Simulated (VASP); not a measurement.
Set up this calculation in VASP 6.6.1, as the native input.

| Item | Value |
| --- | --- |
| Task | single point |
| Functional | PBE |
| Potentials or basis | VASP PAW PBE potentials, release 64 (Ti_sv, O) |
| Cutoff | 520 eV |
| k mesh | 11 × 11 × 11 |
| Occupations | fermi-dirac, width 0.08 eV |
| Spin | no spin polarisation |
| Dipole correction | no |
| Further INCAR settings | ALGO = Normal; EDIFF = 1e-06; NBANDS = 19 |

The structure of TiO2 (fluorite type) lies in POSCAR:

```
TiO2
1.0
    0.0000000000      2.3375970254      2.3375970254
    2.3375970254      0.0000000000      2.3375970254
    2.3375970254      2.3375970254      0.0000000000
Ti O
1 2
Direct
    0.0000000000      0.0000000000      0.0000000000
    0.2500000000      0.2500000000      0.2500000000
    0.7500000000      0.7500000000      0.7500000000
```

The input as run:

INCAR

```
  ALGO = Normal
  EDIFF = 1E-6
  ENCUT = 520
  GGA = PE
  ISIF = 2
  ISMEAR = -1
  LASPH = T
  LCHARG = T
  LELF = T
  LREAL = F
  LVHAR = T
  LWAVE = F
  NBANDS = 19
  NELM = 80
  PREC = Accurate
  SIGMA = 0.08
```

KPOINTS

```
k-points
0
Gamma
  11 11 11
```

Potentials or basis: VASP PAW PBE potentials, release 64 (Ti_sv, O).

Command:

```bash
$ cat potpaw_PBE.64/Ti_sv/POTCAR potpaw_PBE.64/O/POTCAR > POTCAR
$ mpirun -np 1 vasp_std > vasp.out
```

Results of the run:

```yaml
Pressure: 30.9 GPa
Band_gap_on_the_k_mesh: 1.23 eV, indirect (least direct gap 2.08 eV)
```

Wall time 41 s on 1 thread of AMD EPYC 7R43 64-Core Processor (Zen 3), on a shared host, peak memory 0.13 GiB.
